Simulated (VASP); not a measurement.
# Ru (Fd-3m) in VASP: a series of runs

Ru is run at these levels: LDA; tasks: single point.

All numbers are computed with VASP 6.6.1; they aren't measurements. Logs are shortened: lines on timing, memory, paths and dates and some standing lists are left out, and cuts for length are marked.

### 1 The cell of the first run

Symmetry: Fd-3m, No. 227, cubic system. Conventional cell: a = 5.427 Å, b = 5.427 Å, c = 5.427 Å, α = 90.00°, β = 90.00°, γ = 90.00°. Within 3.1 Å of Ru (site symmetry -43m) lie 4 Ru at 2.35 Å.

### 2 Single point, LDA (volume scaled by 1.04)

The input, INCAR:

```
SYSTEM = Ru
  PREC = Accurate
  ENCUT = 520
  EDIFF = 1E-7
  ISMEAR = -1
  SIGMA = 0.1
  LREAL = .FALSE.
  LASPH = .TRUE.
  NELM = 100
  ALGO = Normal
  ISIF = 2
  LWAVE = .FALSE.
  LCHARG = .FALSE.
  GGA = CA
  NBANDS = 21
```

The input, KPOINTS:

```
Automatic mesh
0
G
  11 11 11
  0 0 0
```

The input, POSCAR:

```
Ru
1.0
    0.0000000000      2.7133278852      2.7133278852
    2.7133278852      0.0000000000      2.7133278852
    2.7133278852      2.7133278852      0.0000000000
Ru
2
Direct
    0.1250000000      0.1250000000      0.1250000000
    0.8750000000      0.8750000000      0.8750000000
```

Potentials or basis: VASP PAW LDA potentials, release 64 (Ru_pv).

On the command line:

```
> cat potpaw_LDA.64/Ru_pv/POTCAR > POTCAR
> mpirun -np 1 vasp_std > vasp.out
```

OUTCAR:

```text
SYSTEM = Ru
   PREC = Accurate
   ENCUT = 520
   EDIFF = 1E-7
   ISMEAR = -1
   LREAL = .FALSE.
   LASPH = .TRUE.
   NELM = 100
   ISIF = 2
   GGA = CA

 ion  position               nearest neighbor table
   1  0.125  0.125  0.125-   2 2.35   2 2.35   2 2.35   2 2.35
   2  0.875  0.875  0.875-   1 2.35   1 2.35   1 2.35   1 2.35

  LATTYP: Found a face centered cubic cell.
 ALAT       =     5.4266557704

  Lattice vectors:

 A1 = (   0.0000000000,   2.7133278852,   2.7133278852)
 A2 = (   2.7133278852,   0.0000000000,   2.7133278852)
 A3 = (   2.7133278852,   2.7133278852,   0.0000000000)

Analysis of symmetry for initial positions (statically):
=====================================================================
 Subroutine PRICEL returns:
 Original cell was already a primitive cell.

 Routine SETGRP: Setting up the symmetry group for a
 face centered cubic supercell.

 Subroutine GETGRP returns: Found 48 space group operations
 (whereof 12 operations were pure point group operations)
 out of a pool of 48 trial point group operations.

The static configuration has the point symmetry D_3d.
 The point group associated with its full space group is O_h .

Analysis of symmetry for dynamics (positions and initial velocities):
=====================================================================
 Subroutine PRICEL returns:
 Original cell was already a primitive cell.

 Routine SETGRP: Setting up the symmetry group for a
 face centered cubic supercell.

 Subroutine GETGRP returns: Found 48 space group operations
 (whereof 12 operations were pure point group operations)
 out of a pool of 48 trial point group operations.

The dynamic configuration has the point symmetry D_3d.
 The point group associated with its full space group is O_h .

 Subroutine INISYM returns: Found 48 space group operations
 (whereof 12 operations are pure point group operations),
 and found     1 'primitive' translations

----------------------------------------------------------------------------------------

                                     Primitive cell

  volume of cell :      39.9518

  direct lattice vectors                    reciprocal lattice vectors
     0.000000000  2.713327885  2.713327885    -0.184275554  0.184275554  0.184275554
     2.713327885  0.000000000  2.713327885     0.184275554 -0.184275554  0.184275554
     2.713327885  2.713327885  0.000000000     0.184275554  0.184275554 -0.184275554

  length of vectors
     3.837225094  3.837225094  3.837225094     0.319174623  0.319174623  0.319174623

  position of ions in fractional coordinates (direct lattice)
     0.125000000  0.125000000  0.125000000
     0.875000000  0.875000000  0.875000000

  ion indices of the primitive-cell ions
   primitive index   ion index
                 1           1
                 2           2

----------------------------------------------------------------------------------------

 KPOINTS: Automatic mesh

Automatic generation of k-mesh.
 Grid dimensions read from file:
 generate k-points for:   11   11   11

 Generating k-lattice:

  Cartesian coordinates                     Fractional coordinates (reciprocal lattice)
    -0.016752323  0.016752323  0.016752323     0.090909091  0.000000000  0.000000000
     0.016752323 -0.016752323  0.016752323     0.000000000  0.090909091  0.000000000
     0.016752323  0.016752323 -0.016752323     0.000000000  0.000000000  0.090909091

  Length of vectors
     0.029015875  0.029015875  0.029015875

  Shift w.r.t. Gamma in fractional coordinates (k-lattice)
     0.000000000  0.000000000  0.000000000

 Subroutine IBZKPT returns following result:
 ===========================================

 Found     56 irreducible k-points:

 Following reciprocal coordinates:
            Coordinates               Weight
  0.000000  0.000000  0.000000      1.000000
  0.090909  0.000000  0.000000      8.000000
  0.181818  0.000000  0.000000      8.000000
  0.272727  0.000000  0.000000      8.000000
  0.363636  0.000000  0.000000      8.000000
  0.454545  0.000000  0.000000      8.000000
[... 16 lines left out ...]
 -0.272727  0.181818  0.000000     24.000000
 -0.181818  0.181818  0.000000     12.000000
 [... further k-points ...]
   k-points           NKPTS =     56   k-points in BZ     NKDIM =     56   number of bands    NBANDS=     21
   number of dos      NEDOS =    301   number of ions     NIONS =      2
   total plane-waves  NPLWV =  27000
   dimension x,y,z NGX =    30 NGY =   30 NGZ =   30
   dimension x,y,z NGXF=    60 NGYF=   60 NGZF=   60
   ions per type =               2
   NGX,Y,Z   is equivalent  to a cutoff of  13.00, 13.00, 13.00 a.u.
   NGXF,Y,Z  is equivalent  to a cutoff of  25.99, 25.99, 25.99 a.u.
 SYSTEM =  Ru
   PREC   = accura    normal or accurate (medium, high low for compatibility)
   ISTART =      0    job   : 0-new  1-cont  2-samecut
   ICHARG =      2    charge: 1-file 2-atom 10-const
   ISPIN  =      1    spin polarized calculation?
   LNONCOLLINEAR =      F non collinear calculations
   LSORBIT =      F    spin-orbit coupling
   LASPH  =      T    aspherical Exc in radial PAW
   ENCUT  =  520.0 eV  38.22 Ry    6.18 a.u.   7.13  7.13  7.13*2*pi/ulx,y,z
   NELM   =    100;   NELMIN=  2; NELMDL= -5     # of ELM steps
   EDIFF  = 0.1E-06   stopping-criterion for ELM
   LREAL  =      F    real-space projection
   EDIFFG = 0.1E-05   stopping-criterion for IOM
   NSW    =      0    number of steps for IOM
   IBRION =     -1    ionic relax: 0-MD 1-quasi-New 2-CG
   NFREE  =      0    steps in history (QN), initial steepest desc. (CG)
   ISIF   =      2    stress and relaxation
   ISYM   =      2    0-nonsym 1-usesym 2-fastsym
   POTIM  = 0.5000    time-step for ionic-motion
   TEBEG  =    0.0;   TEEND  =   0.0 temperature during run
   PSTRESS=    0.0 pullay stress
   NELECT =      28.0000    total number of electrons
   NUPDOWN=      -1.0000    fix difference up-down
   EMIN   =  10.00;   EMAX   =-10.00  energy-range for DOS
   EFERMI =   0.00;   METHOD = LEGACY
   ISMEAR =    -1;   SIGMA  =   0.10  broadening in eV -4-tet -1-fermi 0-gaus
   EFERMI_NEDOS =   21; number of points for ismear=-14 and -15
   IALGO  =     38    algorithm
   IMIX   =      4    mixing-type and parameters
     AMIX     =   0.40;   BMIX     =  1.00
     AMIX_MAG =   1.60;   BMIX_MAG =  1.00
  volume/ion in A,a.u.               =      19.98       134.80
  Fermi-wavevector in a.u.,A,eV,Ry     =   1.454170  2.747983 28.771028  2.114611
  Thomas-Fermi vector in A             =   2.571352
   LORBIT       =      0    0 simple, 1 ext, 2 COOP (PROOUT), +10 PAW based schemes
   GGA     = CA    functional components
   LHFCALC =     F    Hartree Fock is set to
   AEXX    =    0.0000 exact exchange contribution
   IVDW    =     0    specifies the selected vdW correction
   LEPSILON=     F    determine dielectric tensor
   LRPA    =     F    only Hartree local field effects (RPA)
 non-spin polarized calculation
  energy-cutoff  :      520.00
  volume of cell :       39.95
 maximum number of plane-waves:      1086
 NGX is ok and might be reduce to    30
   NGX = 15   NGY = 15   NGZ = 15

 number of electron      27.9999999 magnetization

 Free energy of the ion-electron system (eV)
  ---------------------------------------------------
  ext. energy  EPLUGINS =         0.00000000
  ---------------------------------------------------
  free energy    TOTEN  =       -18.59044227 eV

  energy without entropy =      -18.52914560  energy(sigma->0) =      -18.55979394

 E-fermi :   6.9951     XC(G=0): -11.7251

 val. band max:        6.9942297286   @ k =   0.4545   0.2727   0.0909
 cond. band min:       7.0074310430   @ k =  -0.4545   0.0909   0.0000
 fundamental gap:      0.0132013144
 Fermi energy:         6.9951001382

 k-point     1 :       0.0000    0.0000    0.0000
  band No.  band energies     occupation
      1     -36.0002      2.00000
      2     -36.0002      2.00000
      3     -36.0002      2.00000
      4     -35.0785      2.00000
      5     -35.0785      2.00000
      6     -35.0785      2.00000
[... 13 lines left out ...]
     20      19.5876      0.00000
     21      20.1138      0.00000

 k-point     2 :       0.0909    0.0000    0.0000
  band No.  band energies     occupation
      1     -36.0091      2.00000
      2     -36.0091      2.00000
      3     -35.9988      2.00000
      4     -35.0807      2.00000
      5     -35.0691      2.00000
      6     -35.0691      2.00000
[... 13 lines left out ...]
     20      18.3541      0.00000
     21      19.6203      0.00000

 k-point     3 :       0.1818    0.0000    0.0000
  band No.  band energies     occupation
      1     -36.0322      2.00000
      2     -36.0322      2.00000
      3     -35.9951      2.00000
      4     -35.0863      2.00000
      5     -35.0447      2.00000
      6     -35.0447      2.00000
[... 13 lines left out ...]
     20      17.4262      0.00000
     21      18.5014      0.00000

 k-point     4 :       0.2727    0.0000    0.0000
  band No.  band energies     occupation
      1     -36.0607      2.00000
      2     -36.0607      2.00000
      3     -35.9908      2.00000
      4     -35.0930      2.00000
      5     -35.0144      2.00000
      6     -35.0144      2.00000
[... 13 lines left out ...]
     20      17.4256      0.00000
     21      17.9039      0.00000

 k-point     5 :       0.3636    0.0000    0.0000
  band No.  band energies     occupation
      1     -36.0856      2.00000
      2     -36.0856      2.00000
      3     -35.9873      2.00000
      4     -35.0986      2.00000
      5     -34.9880      2.00000
      6     -34.9880      2.00000
[... 13 lines left out ...]
     20      17.4269      0.00000
     21      17.6022      0.00000
[... 382 lines left out ...]
     20      15.7810      0.00000
     21      17.4254      0.00000

 k-point    22 :      -0.3636    0.1818    0.0000
  band No.  band energies     occupation
      1     -36.1828      2.00000
      2     -36.1140      2.00000
      3     -35.8563      2.00000
      4     -35.2278      2.00000
      5     -34.9577      2.00000
      6     -34.8933      2.00000
[... 13 lines left out ...]
     20      16.5729      0.00000
     21      17.4251      0.00000

 k-point    23 :      -0.2727    0.1818    0.0000
  band No.  band energies     occupation
      1     -36.1623      2.00000
      2     -36.0879      2.00000
      3     -35.8894      2.00000
      4     -35.1940      2.00000
      5     -34.9854      2.00000
      6     -34.9137      2.00000
[... 13 lines left out ...]
     20      17.4254      0.00000
     21      17.7443      0.00000

 k-point    24 :      -0.1818    0.1818    0.0000
  band No.  band energies     occupation
      1     -36.1241      2.00000
      2     -36.0595      2.00000
      3     -35.9305      2.00000
      4     -35.1523      2.00000
      5     -35.0155      2.00000
      6     -34.9518      2.00000
[... 13 lines left out ...]
     20      17.4257      0.00000
     21      17.4259      0.00000

 [... further k-points ...]

------------------------ aborting loop because EDIFF is reached ----------------------------------------

  FORCE on cell =-STRESS in cart. coord.  units (eV):
  Direction    XX          YY          ZZ          XY          YZ          ZX
  --------------------------------------------------------------------------------------
  -------------------------------------------------------------------------------------
  Total       -1.5425863     -1.5425863     -1.5425863      0.0000000      0.0000000      0.0000000
  in kB      -61.8618972    -61.8618972    -61.8618972      0.0000000      0.0000000      0.0000000
  external PRESSURE =     -61.8618972 kB  Pullay stress =       0.0000000 kB

 VOLUME and BASIS-vectors are now :
 -----------------------------------------------------------------------------
  energy-cutoff  :      520.00
  volume of cell :       39.95
      direct lattice vectors                 reciprocal lattice vectors
     0.000000000  2.713327885  2.713327885    -0.184275554  0.184275554  0.184275554
     2.713327885  0.000000000  2.713327885     0.184275554 -0.184275554  0.184275554
     2.713327885  2.713327885  0.000000000     0.184275554  0.184275554 -0.184275554

 POSITION                                       TOTAL-FORCE (eV/Angst)
 -----------------------------------------------------------------------------------
      0.67833      0.67833      0.67833        -0.000000     -0.000000     -0.000000
      4.74832      4.74832      4.74832         0.000000      0.000000      0.000000
 -----------------------------------------------------------------------------------
    total drift:                               -0.000000      0.000000      0.000000

  FREE ENERGIE OF THE ION-ELECTRON SYSTEM (eV)
  ---------------------------------------------------
  free  energy   TOTEN  =       -18.5904422713 eV

  energy  without entropy=      -18.5291455993  energy(sigma->0) =      -18.55979394
```

It took 70 s on 1 thread of Intel Xeon 6975P-C, shared host; peak memory 0.17 GiB.

Results:

```
Free energy            : -18.5904 eV
Pressure               : -6.2 GPa
Band gap on the k mesh : zero (band 14 reaches 7.31 eV, above the bottom of band 15 at 6.46 eV)
```

Levels at points of the mesh, in eV from the Fermi level:
| k point | band 10 | band 11 | band 12 | band 13 | band 14 | band 15 | band 16 | band 17 | band 18 | band 19 |
| --- | --- | --- | --- | --- | --- | --- | --- | --- | --- | --- |
| (0.00, 0.00, 0.00) | -3.24 | -3.24 | -3.24 | -0.50 | -0.50 | -0.50 | 1.91 | 1.91 | 10.43 | 10.43 |

### 3 Single point, LDA (volume scaled by 1.08)

The input, INCAR:

```
PREC = Accurate
ENCUT = 520
EDIFF = 1E-7
ISMEAR = -1
SIGMA = 0.1
LREAL = False
LASPH = True
NELM = 80
ALGO = Normal
ISIF = 2
LWAVE = False
LCHARG = False
GGA = CA
NBANDS = 21
```

The input, KPOINTS:

```
regular mesh
0
Gamma
  11 11 11
```

The input, POSCAR:

```
Ru
1.0
    0.0000000000      2.7476774543      2.7476774543
    2.7476774543      0.0000000000      2.7476774543
    2.7476774543      2.7476774543      0.0000000000
Ru
2
Direct
    0.1250000000      0.1250000000      0.1250000000
    0.8750000000      0.8750000000      0.8750000000
```

Potentials or basis: VASP PAW LDA potentials, release 64 (Ru_pv).

On the command line:

```
> cat potpaw_LDA.64/Ru_pv/POTCAR > POTCAR
> mpirun -np 1 vasp_std > vasp.out
```

OUTCAR:

```text
PREC = Accurate
   ENCUT = 520
   EDIFF = 1E-7
   ISMEAR = -1
   LREAL = False
   LASPH = True
   NELM = 80
   ISIF = 2
   GGA = CA

 ion  position               nearest neighbor table
   1  0.125  0.125  0.125-   2 2.38   2 2.38   2 2.38   2 2.38
   2  0.875  0.875  0.875-   1 2.38   1 2.38   1 2.38   1 2.38

  LATTYP: Found a face centered cubic cell.
 ALAT       =     5.4953549086

  Lattice vectors:

 A1 = (   0.0000000000,   2.7476774543,   2.7476774543)
 A2 = (   2.7476774543,   0.0000000000,   2.7476774543)
 A3 = (   2.7476774543,   2.7476774543,   0.0000000000)
[... 189 lines left out ...]
      4     -35.5498      2.00000
      5     -35.5498      2.00000
      6     -35.5498      2.00000
[... 565 lines left out ...]
     20      16.9727      0.00000
     21      16.9730      0.00000

 [... further k-points ...]
[... 5 lines left out ...]
  --------------------------------------------------------------------------------------
  -------------------------------------------------------------------------------------
  Total       -3.0600831     -3.0600831     -3.0600831     -0.0000000     -0.0000000     -0.0000000
  in kB     -118.1725373   -118.1725373   -118.1725373     -0.0000000     -0.0000000     -0.0000000
  external PRESSURE =    -118.1725373 kB  Pullay stress =       0.0000000 kB

 VOLUME and BASIS-vectors are now :
 -----------------------------------------------------------------------------
  energy-cutoff  :      520.00
  volume of cell :       41.49
      direct lattice vectors                 reciprocal lattice vectors
     0.000000000  2.747677454  2.747677454    -0.181971868  0.181971868  0.181971868
     2.747677454  0.000000000  2.747677454     0.181971868 -0.181971868  0.181971868
     2.747677454  2.747677454  0.000000000     0.181971868  0.181971868 -0.181971868

 POSITION                                       TOTAL-FORCE (eV/Angst)
 -----------------------------------------------------------------------------------
      0.68692      0.68692      0.68692        -0.000000      0.000000      0.000000
      4.80844      4.80844      4.80844         0.000000     -0.000000     -0.000000
 -----------------------------------------------------------------------------------
    total drift:                               -0.000000      0.000000      0.000000

  FREE ENERGIE OF THE ION-ELECTRON SYSTEM (eV)
  ---------------------------------------------------
  free  energy   TOTEN  =       -18.5042079507 eV

  energy  without entropy=      -18.4401601526  energy(sigma->0) =      -18.47218405
```

OSZICAR:

```text
N       E                     dE             d eps       ncg     rms          rms(c)
DAV:   1     0.281543818760E+03    0.28154E+03   -0.17371E+04  2352   0.138E+03
DAV:   2    -0.137358506593E+02   -0.29528E+03   -0.28561E+03  2537   0.418E+02
DAV:   3    -0.191902100538E+02   -0.54544E+01   -0.54149E+01  2617   0.644E+01
DAV:   4    -0.192390227867E+02   -0.48813E-01   -0.48799E-01  3252   0.545E+00
DAV:   5    -0.192395181962E+02   -0.49541E-03   -0.49538E-03  2685   0.486E-01    0.117E+01
DAV:   6    -0.185692714978E+02    0.67025E+00   -0.19419E+00  2467   0.122E+01    0.342E+00
DAV:   7    -0.185196568276E+02    0.49615E-01   -0.58283E-02  2857   0.179E+00    0.147E+00
DAV:   8    -0.185041594799E+02    0.15497E-01   -0.18031E-02  2422   0.899E-01    0.637E-02
DAV:   9    -0.185041933633E+02   -0.33883E-04   -0.39149E-04  2920   0.167E-01    0.352E-02
DAV:  10    -0.185042079911E+02   -0.14628E-04   -0.21620E-05  2775   0.418E-02    0.436E-03
DAV:  11    -0.185042079507E+02    0.40334E-07   -0.88170E-07  3006   0.651E-03
   1 F= -.18504208E+02 E0= -.18472184E+02  d E =-.640478E-01
```

Run time: 59 s. Hardware: 1 thread of Intel Xeon 6975P-C, shared host; peak memory 0.17 GiB.

What came out:

- Free energy: -18.5042 eV
- Pressure: -11.8 GPa
- Band gap on the k mesh: zero (band 14 reaches 6.82 eV, above the bottom of band 15 at 6.00 eV)

Levels at points of the mesh, in eV from the Fermi level:
| k point | band 11 | band 12 | band 13 | band 14 | band 15 | band 16 | band 17 | band 18 |
| --- | --- | --- | --- | --- | --- | --- | --- | --- |
| (0.00, 0.00, 0.00) | -3.11 | -3.11 | -0.48 | -0.48 | -0.48 | 1.79 | 1.79 | 10.46 |

(Continued in part 2 of 3.)
